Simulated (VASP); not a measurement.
# TiPt3: single point with PBEsol

Crystal: TiPt3.

```
CELL_PARAMETERS angstrom
3.77868 0.00000 0.00000
0.00000 3.77868 0.00000
0.00000 0.00000 3.77868
ATOMIC_POSITIONS crystal
Ti 0.00000 0.00000 0.00000
Pt 0.00000 0.50000 0.50000
Pt 0.50000 0.00000 0.50000
Pt 0.50000 0.50000 0.00000
```

```yaml
Program: VASP 6.6.1
Task: single point
Functional: PBEsol
Potentials_or_basis: VASP PAW PBE potentials, release 64 (Ti_sv, Pt)
Cutoff: 520 eV
k_mesh: 12 × 12 × 12
Occupations: gaussian, width 0.1 eV
Spin: no spin polarisation
Dipole_correction: no
Further_INCAR_settings: ALGO = Fast; EDIFF = 1e-06; NBANDS = 29
```

| Quantity | Value |
| --- | --- |
| Pressure | 31.5 GPa |
| Band gap on the k mesh | zero (bands 21 and 22 overlap by 1.96 eV) |

Levels at points of the mesh, in eV from the Fermi level:
```csv
k point,band 18,band 19,band 20,band 21,band 22,band 23,band 24,band 25
"(0.00, 0.00, 0.00)",0.16,0.16,0.16,1.54,1.54,1.54,1.63,1.63
"(0.50, 0.00, 0.00)",-3.02,-2.96,-1.50,-0.28,-0.28,0.16,0.45,0.88
"(0.50, 0.50, 0.00)",-3.57,-2.89,-2.58,-2.57,0.20,0.20,0.34,1.79
"(0.50, 0.50, 0.50)",-0.90,-0.90,-0.90,-0.42,-0.42,-0.42,1.43,1.43
```

It took 6.7 min on 1 thread of Intel Xeon 8259CL (shared host), peak memory 0.24 GiB.

Caveat: the cell stands under pressure; the PAW data sets were made with another functional, which shifts forces and pressure a little; spin-orbit coupling is left out, which moves the levels of the heavy elements.
